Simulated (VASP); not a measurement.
**BP (m.Ae): single point with PBEsol**

BP (m.Ae), a sheet with vacuum:

```xyz
2
Lattice="3.1955 0.0000 0.0000 -1.5978 2.7674 0.0000 0.0000 0.0000 16.0000" Properties=species:S:1:pos:R:3 pbc="T T T"
B     0.0000    1.8450    8.0000
P     1.5978    0.9225    8.0000
```

```
Program                : VASP 6.6.1
Task                   : single point
Functional             : PBEsol
Potentials or basis    : VASP PAW PBE potentials, release 64 (B, P)
Cutoff                 : 420 eV
k mesh                 : 12 × 12 × 1
Occupations            : gaussian, width 0.03 eV
Spin                   : no spin polarisation
Dipole correction      : yes
Further INCAR settings : ALGO = Normal; EDIFF = 1e-06; NBANDS = 11; NELMDL = -8
```

```yaml
Band_gap_on_the_k_mesh: 0.87 eV, direct
```

Levels at points of the mesh, in eV from the valence-band top:
| k point | band 1 | band 2 | band 3 | band 4 | band 5 | band 6 | band 7 | band 8 |
| --- | --- | --- | --- | --- | --- | --- | --- | --- |
| (0.00, 0.00, 0.00) | -13.75 | -4.24 | -1.61 | -1.61 | 3.82 | 4.68 | 4.68 | 5.08 |
| (0.50, 0.00, 0.00) | -10.91 | -8.37 | -3.64 | -1.08 | 1.43 | 2.86 | 7.92 | 8.88 |

Run time: 36 s on 1 thread of Intel Xeon 6975P-C, with other jobs on the host, peak memory 0.23 GiB.
